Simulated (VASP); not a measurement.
# ZrB2 (P6/mmm) in VASP: further runs

ZrB2 is run at these levels: LDA; tasks: single point.

Program: VASP 6.6.1. These are calculated values, not measurements. Logs are shortened: lines on timing, memory, paths and dates and some standing lists are left out, and cuts for length are marked.

### 1 The cell of the first run

It takes space group P6/mmm (No. 191, hexagonal). The conventional cell has a = 3.197 Å, b = 3.197 Å, c = 3.520 Å, α = 90.00°, β = 90.00°, γ = 120.00°. Within 3.6 Å of Zr (site symmetry 6/mmm) lie 12 B at 2.55 Å and 8 Zr at 3.20 to 3.52 Å. Within 2.4 Å of B (site symmetry -6m2) lie 3 B at 1.85 Å.

### 2 Single point, LDA (equal xx and yy strain of +1 %)

The input, INCAR:

```
PREC     = Accurate       # precision mode
ENCUT    = 520            # plane-wave cutoff, eV
EDIFF    = 1E-6           # SCF threshold, eV
ISMEAR   = -1             # smearing method
SIGMA    = 0.03           # smearing width, eV
LREAL    = F              # projectors in reciprocal space
LASPH    = T              # aspherical terms in the spheres
NELM     = 80             # most SCF steps
ALGO     = Normal         # electronic algorithm
ISIF     = 2              # what is computed and relaxed
LWAVE    = F              # write WAVECAR
LCHARG   = F              # write CHGCAR
NBANDS   = 16             # bands
```

The input, KPOINTS:

```
Automatic mesh
0
Gamma
  13 13 10
```

The input, POSCAR:

```
ZrB2
1.0
    3.1966498238      0.0000000000      0.0000000000
   -1.5983249119      2.7683799544      0.0000000000
    0.0000000000      0.0000000000      3.5200000000
Zr B
1 2
Direct
    0.0000000000      0.0000000000      0.0000000000
    0.3333333333      0.6666666667      0.5000000000
    0.6666666667      0.3333333333      0.5000000000
```

Potentials or basis: VASP PAW LDA potentials, release 64 (Zr_sv, B).

Started as:

```sh
$ cat potpaw_LDA.64/Zr_sv/POTCAR potpaw_LDA.64/B/POTCAR > POTCAR
$ mpirun -np 1 vasp_std > vasp.out
```

OUTCAR:

```text
PREC = Accurate
   ENCUT = 520
   EDIFF = 1E-6
   ISMEAR = -1
   LREAL = F
   LASPH = T
   NELM = 80
   ISIF = 2

 ion  position               nearest neighbor table
   1  0.000  0.000  0.000-   2 2.55   3 2.55   2 2.55   3 2.55   2 2.55   2 2.55   3 2.55   3 2.55
                             3 2.55   3 2.55   2 2.55   2 2.55
   2  0.333  0.667  0.500-   3 1.85   3 1.85   3 1.85   1 2.55   1 2.55   1 2.55   1 2.55   1 2.55
                             1 2.55
   3  0.667  0.333  0.500-   2 1.85   2 1.85   2 1.85   1 2.55   1 2.55   1 2.55   1 2.55   1 2.55
                             1 2.55

  LATTYP: Found a hexagonal cell.
 ALAT       =     3.1966498238
 C/A-ratio  =     1.1011528300

  Lattice vectors:

 A1 = (   3.1966498238,   0.0000000000,   0.0000000000)
 A2 = (  -1.5983249119,   2.7683799544,   0.0000000000)
 A3 = (   0.0000000000,   0.0000000000,   3.5200000000)

Analysis of symmetry for initial positions (statically):
=====================================================================
 Subroutine PRICEL returns:
 Original cell was already a primitive cell.

 Routine SETGRP: Setting up the symmetry group for a
 hexagonal supercell.

 Subroutine GETGRP returns: Found 24 space group operations
 (whereof 24 operations were pure point group operations)
 out of a pool of 24 trial point group operations.

The static configuration has the point symmetry D_6h.

Analysis of symmetry for dynamics (positions and initial velocities):
=====================================================================
 Subroutine PRICEL returns:
 Original cell was already a primitive cell.

 Routine SETGRP: Setting up the symmetry group for a
 hexagonal supercell.

 Subroutine GETGRP returns: Found 24 space group operations
 (whereof 24 operations were pure point group operations)
 out of a pool of 24 trial point group operations.

The dynamic configuration has the point symmetry D_6h.

 Subroutine INISYM returns: Found 24 space group operations
 (whereof 24 operations are pure point group operations),
 and found     1 'primitive' translations

----------------------------------------------------------------------------------------

                                     Primitive cell

  volume of cell :      31.1504

  direct lattice vectors                    reciprocal lattice vectors
     3.196649824  0.000000000  0.000000000     0.312827509  0.180611046  0.000000000
    -1.598324912  2.768379954  0.000000000     0.000000000  0.361222093  0.000000000
     0.000000000  0.000000000  3.520000000     0.000000000  0.000000000  0.284090909

  length of vectors
     3.196649824  3.196649824  3.520000000     0.361222093  0.361222093  0.284090909

  position of ions in fractional coordinates (direct lattice)
     0.000000000  0.000000000  0.000000000
     0.333333333  0.666666667  0.500000000
     0.666666667  0.333333333  0.500000000

  ion indices of the primitive-cell ions
   primitive index   ion index
                 1           1
                 2           2
                 3           3

----------------------------------------------------------------------------------------

 KPOINTS: Automatic mesh

Automatic generation of k-mesh.
 Grid dimensions read from file:
 generate k-points for:   13   13   10

 Generating k-lattice:

  Cartesian coordinates                     Fractional coordinates (reciprocal lattice)
     0.024063655  0.013893157  0.000000000     0.076923077  0.000000000  0.000000000
     0.000000000  0.027786315  0.000000000     0.000000000  0.076923077  0.000000000
     0.000000000  0.000000000  0.028409091     0.000000000  0.000000000  0.100000000

  Length of vectors
     0.027786315  0.027786315  0.028409091

  Shift w.r.t. Gamma in fractional coordinates (k-lattice)
     0.000000000  0.000000000  0.000000000

 Subroutine IBZKPT returns following result:
 ===========================================

 Found    126 irreducible k-points:

 Following reciprocal coordinates:
            Coordinates               Weight
  0.000000  0.000000  0.000000      1.000000
  0.076923  0.000000  0.000000      6.000000
  0.153846  0.000000  0.000000      6.000000
  0.230769  0.000000  0.000000      6.000000
  0.307692  0.000000  0.000000      6.000000
  0.384615  0.000000  0.000000      6.000000
[... 16 lines left out ...]
  0.076923  0.000000  0.100000     12.000000
  0.153846  0.000000  0.100000     12.000000
 [... further k-points ...]
   k-points           NKPTS =    126   k-points in BZ     NKDIM =    126   number of bands    NBANDS=     16
   number of dos      NEDOS =    301   number of ions     NIONS =      3
   total plane-waves  NPLWV =  16128
   dimension x,y,z NGX =    24 NGY =   24 NGZ =   28
   dimension x,y,z NGXF=    48 NGYF=   48 NGZF=   56
   ions per type =               1   2
   NGX,Y,Z   is equivalent  to a cutoff of  12.48, 12.48, 13.22 a.u.
   NGXF,Y,Z  is equivalent  to a cutoff of  24.96, 24.96, 26.45 a.u.
 SYSTEM =  unknown system
   PREC   = accura    normal or accurate (medium, high low for compatibility)
   ISTART =      0    job   : 0-new  1-cont  2-samecut
   ICHARG =      2    charge: 1-file 2-atom 10-const
   ISPIN  =      1    spin polarized calculation?
   LNONCOLLINEAR =      F non collinear calculations
   LSORBIT =      F    spin-orbit coupling
   LASPH  =      T    aspherical Exc in radial PAW
   ENCUT  =  520.0 eV  38.22 Ry    6.18 a.u.   5.94  5.94  6.54*2*pi/ulx,y,z
   NELM   =     80;   NELMIN=  2; NELMDL= -5     # of ELM steps
   EDIFF  = 0.1E-05   stopping-criterion for ELM
   LREAL  =      F    real-space projection
   EDIFFG = 0.1E-04   stopping-criterion for IOM
   NSW    =      0    number of steps for IOM
   IBRION =     -1    ionic relax: 0-MD 1-quasi-New 2-CG
   NFREE  =      0    steps in history (QN), initial steepest desc. (CG)
   ISIF   =      2    stress and relaxation
   ISYM   =      2    0-nonsym 1-usesym 2-fastsym
   POTIM  = 0.5000    time-step for ionic-motion
   TEBEG  =    0.0;   TEEND  =   0.0 temperature during run
   PSTRESS=    0.0 pullay stress
   NELECT =      18.0000    total number of electrons
   NUPDOWN=      -1.0000    fix difference up-down
   EMIN   =  10.00;   EMAX   =-10.00  energy-range for DOS
   EFERMI =   0.00;   METHOD = LEGACY
   ISMEAR =    -1;   SIGMA  =   0.03  broadening in eV -4-tet -1-fermi 0-gaus
   EFERMI_NEDOS =   21; number of points for ismear=-14 and -15
   IALGO  =     38    algorithm
   IMIX   =      4    mixing-type and parameters
     AMIX     =   0.40;   BMIX     =  1.00
     AMIX_MAG =   1.60;   BMIX_MAG =  1.00
  volume/ion in A,a.u.               =      10.38        70.07
  Fermi-wavevector in a.u.,A,eV,Ry     =   1.363571  2.576776 25.297676  1.859327
  Thomas-Fermi vector in A             =   2.489963
   LORBIT       =      0    0 simple, 1 ext, 2 COOP (PROOUT), +10 PAW based schemes
   GGA     = CA    functional components
   LHFCALC =     F    Hartree Fock is set to
   AEXX    =    0.0000 exact exchange contribution
   IVDW    =     0    specifies the selected vdW correction
   LEPSILON=     F    determine dielectric tensor
   LRPA    =     F    only Hartree local field effects (RPA)
 non-spin polarized calculation
  energy-cutoff  :      520.00
  volume of cell :       31.15
 maximum number of plane-waves:       852
 NGX is ok and might be reduce to    24
   NGX = 11   NGY = 11   NGZ = 13

 number of electron      18.0000000 magnetization

 Free energy of the ion-electron system (eV)
  ---------------------------------------------------
  ext. energy  EPLUGINS =         0.00000000
  ---------------------------------------------------
  free energy    TOTEN  =       -27.42652389 eV

  energy without entropy =      -27.42517513  energy(sigma->0) =      -27.42584951

 E-fermi :  10.4383     XC(G=0): -12.5277

 val. band max:       10.3209230318   @ k =   0.2308   0.2308   0.0000
 cond. band min:      10.4498950097   @ k =   0.3077   0.1538   0.0000
 fundamental gap:      0.1289719780
 Fermi energy:        10.4382925194

 k-point     1 :       0.0000    0.0000    0.0000
  band No.  band energies     occupation
      1     -38.0530      2.00000
      2     -16.3801      2.00000
      3     -15.8614      2.00000
      4     -15.8614      2.00000
      5      -2.1705      2.00000
      6       7.6362      2.00000
[... 8 lines left out ...]
     15      15.3338      0.00000
     16      15.3338      0.00000

 k-point     2 :       0.0769    0.0000    0.0000
  band No.  band energies     occupation
      1     -38.0469      2.00000
      2     -16.3709      2.00000
      3     -15.9159      2.00000
      4     -15.8733      2.00000
      5      -2.0539      2.00000
      6       7.3012      2.00000
[... 8 lines left out ...]
     15      15.8628      0.00000
     16      16.1465      0.00000

 k-point     3 :       0.1538    0.0000    0.0000
  band No.  band energies     occupation
      1     -38.0299      2.00000
      2     -16.3455      2.00000
      3     -16.0643      2.00000
      4     -15.9060      2.00000
      5      -1.7157      2.00000
      6       6.4825      2.00000
[... 8 lines left out ...]
     15      16.7784      0.00000
     16      16.9846      0.00000

 k-point     4 :       0.2308    0.0000    0.0000
  band No.  band energies     occupation
      1     -38.0058      2.00000
      2     -16.3094      2.00000
      3     -16.2672      2.00000
      4     -15.9517      2.00000
      5      -1.1849      2.00000
      6       5.4601      2.00000
[... 8 lines left out ...]
     15      17.1214      0.00000
     16      18.3928      0.00000
[... 324 lines left out ...]
 k-point    22 :       0.0000    0.0000    0.1000
  band No.  band energies     occupation
      1     -38.0511      2.00000
      2     -16.4169      2.00000
      3     -15.8588      2.00000
      4     -15.8588      2.00000
      5      -2.0222      2.00000
      6       6.8765      2.00000
[... 8 lines left out ...]
     15      16.2842      0.00000
     16      16.2842      0.00000

 k-point    23 :       0.0769    0.0000    0.1000
  band No.  band energies     occupation
      1     -38.0450      2.00000
      2     -16.4074      2.00000
      3     -15.9130      2.00000
      4     -15.8706      2.00000
      5      -1.9097      2.00000
      6       6.9158      2.00000
[... 8 lines left out ...]
     15      16.2727      0.00000
     16      16.6293      0.00000

 k-point    24 :       0.1538    0.0000    0.1000
  band No.  band energies     occupation
      1     -38.0280      2.00000
      2     -16.3811      2.00000
      3     -16.0605      2.00000
      4     -15.9031      2.00000
      5      -1.5839      2.00000
      6       6.4893      2.00000
[... 8 lines left out ...]
     15      16.7316      0.00000
     16      17.5697      0.00000

 [... further k-points ...]
[... 5 lines left out ...]
  --------------------------------------------------------------------------------------
  -------------------------------------------------------------------------------------
  Total       -2.5303494     -2.5303494     -1.5889331      0.0000000     -0.0000000      0.0000000
  in kB     -130.1450495   -130.1450494    -81.7245923      0.0000000     -0.0000000      0.0000000
  external PRESSURE =    -114.0048971 kB  Pullay stress =       0.0000000 kB

 VOLUME and BASIS-vectors are now :
 -----------------------------------------------------------------------------
  energy-cutoff  :      520.00
  volume of cell :       31.15
      direct lattice vectors                 reciprocal lattice vectors
     3.196649824  0.000000000  0.000000000     0.312827509  0.180611046  0.000000000
    -1.598324912  2.768379954  0.000000000     0.000000000  0.361222093  0.000000000
     0.000000000  0.000000000  3.520000000     0.000000000  0.000000000  0.284090909

 POSITION                                       TOTAL-FORCE (eV/Angst)
 -----------------------------------------------------------------------------------
      0.00000      0.00000      0.00000         0.000000      0.000000     -0.000000
     -0.00000      1.84559      1.76000        -0.000000     -0.000000     -0.000000
      1.59832      0.92279      1.76000        -0.000000      0.000000      0.000000
 -----------------------------------------------------------------------------------
    total drift:                               -0.000000      0.000000      0.000000

  FREE ENERGIE OF THE ION-ELECTRON SYSTEM (eV)
  ---------------------------------------------------
  free  energy   TOTEN  =       -27.4265238910 eV

  energy  without entropy=      -27.4251751266  energy(sigma->0) =      -27.42584951
```

Run time: 26 s. Hardware: 1 thread of Intel Xeon Platinum 8375C at 2.90GHz (Ice Lake), shared host; peak memory 0.18 GiB.

What came out:

| Item | Value |
| --- | --- |
| Free energy | -27.4265 eV |
| Pressure | -11.4 GPa |
| Band gap on the k mesh | zero (bands 9 and 10 overlap by 0.93 eV) |

Levels at points of the mesh, in eV from the Fermi level:
```tsv
k point	band 6	band 7	band 8	band 9	band 10	band 11	band 12	band 13
(0.00, 0.00, 0.00)	-2.80	-2.80	-2.65	-2.33	3.18	3.18	4.05	4.05
(0.00, 0.00, 0.50)	-6.99	-1.12	-1.12	0.08	0.08	0.62	0.62	1.83
```

Caveat: the cell differs from its parent crystal (equal xx and yy strain of +1 %); the cell stands under tension.

### 3 Single point, LDA (equal xx and yy strain of +2 %)

The input, INCAR:

```
PREC = Accurate
ENCUT = 520
EDIFF = 1E-6
ISMEAR = -1
SIGMA = 0.03
LREAL = F
LASPH = T
NELM = 60
ALGO = Normal
ISIF = 2
LWAVE = F
LCHARG = F
GGA = CA
NBANDS = 16
```

The input, KPOINTS:

```
regular mesh
0
Gamma
  13 13 10
```

The input, POSCAR:

```
ZrB2
1.0
    3.2282998220      0.0000000000      0.0000000000
   -1.6141499111      2.7957896569      0.0000000000
    0.0000000000      0.0000000000      3.5200000000
Zr B
1 2
Direct
    0.0000000000      0.0000000000      0.0000000000
    0.3333333333      0.6666666667      0.5000000000
    0.6666666667      0.3333333333      0.5000000000
```

Potentials or basis: VASP PAW LDA potentials, release 64 (Zr_sv, B).

Started as:

```sh
$ cat potpaw_LDA.64/Zr_sv/POTCAR potpaw_LDA.64/B/POTCAR > POTCAR
$ mpirun -np 1 vasp_std > vasp.out
```

OUTCAR:

```text
PREC = Accurate
   ENCUT = 520
   EDIFF = 1E-6
   ISMEAR = -1
   LREAL = F
   LASPH = T
   NELM = 60
   ISIF = 2
   GGA = CA

 ion  position               nearest neighbor table
   1  0.000  0.000  0.000-   2 2.56   3 2.56   2 2.56   3 2.56   3 2.56   3 2.56   2 2.56   2 2.56
                             3 2.56   3 2.56   2 2.56   2 2.56
   2  0.333  0.667  0.500-   3 1.86   3 1.86   3 1.86   1 2.56   1 2.56   1 2.56   1 2.56   1 2.56
                             1 2.56
   3  0.667  0.333  0.500-   2 1.86   2 1.86   2 1.86   1 2.56   1 2.56   1 2.56   1 2.56   1 2.56
                             1 2.56

  LATTYP: Found a hexagonal cell.
[... 645 lines left out ...]
     16      17.1884      0.00000

 [... further k-points ...]
[... 5 lines left out ...]
  --------------------------------------------------------------------------------------
  -------------------------------------------------------------------------------------
  Total       -3.6226871     -3.6226871     -2.0338628      0.0000000      0.0000000      0.0000000
  in kB     -182.6923607   -182.6923607   -102.5678432      0.0000000      0.0000000      0.0000000
  external PRESSURE =    -155.9841882 kB  Pullay stress =       0.0000000 kB

 VOLUME and BASIS-vectors are now :
 -----------------------------------------------------------------------------
  energy-cutoff  :      520.00
  volume of cell :       31.77
      direct lattice vectors                 reciprocal lattice vectors
     3.228299822  0.000000000  0.000000000     0.309760572  0.178840350  0.000000000
    -1.614149911  2.795789657  0.000000000     0.000000000  0.357680699  0.000000000
     0.000000000  0.000000000  3.520000000     0.000000000  0.000000000  0.284090909

 POSITION                                       TOTAL-FORCE (eV/Angst)
 -----------------------------------------------------------------------------------
      0.00000      0.00000      0.00000        -0.000000      0.000000      0.000000
     -0.00000      1.86386      1.76000        -0.000000      0.000000      0.000000
      1.61415      0.93193      1.76000         0.000000      0.000000     -0.000000
 -----------------------------------------------------------------------------------
    total drift:                               -0.000000      0.000000     -0.000000

  FREE ENERGIE OF THE ION-ELECTRON SYSTEM (eV)
  ---------------------------------------------------
  free  energy   TOTEN  =       -27.3662123610 eV

  energy  without entropy=      -27.3647650700  energy(sigma->0) =      -27.36548872
```

stdout:

```text
POSCAR found type information on POSCAR ZrB
 POSCAR found :  2 types and       3 ions
 scaLAPACK will be used
 LDA part: xc-table for (Slater(with rela. corr.)+CA(PZ))
 , standard interpolation
 POSCAR, INCAR and KPOINTS ok, starting setup
 FFT: planning ... GRIDC
 FFT: planning ... GRID_SOFT
 FFT: planning ... GRID
 WAVECAR not read
 entering main loop
```

Run time: 28 s. Hardware: 1 thread of Intel Xeon Platinum 8375C at 2.90GHz (Ice Lake), shared host; peak memory 0.18 GiB.

Results:

```
Free energy            : -27.3662 eV
Pressure               : -15.6 GPa
Band gap on the k mesh : zero (bands 9 and 10 overlap by 0.95 eV)
```

Stress tensor (GPa, compression positive):
```
-18.27   0.00   0.00
  0.00 -18.27   0.00
  0.00   0.00 -10.26
```

Caveat: the cell differs from its parent crystal (equal xx and yy strain of +2 %); the cell stands under tension.
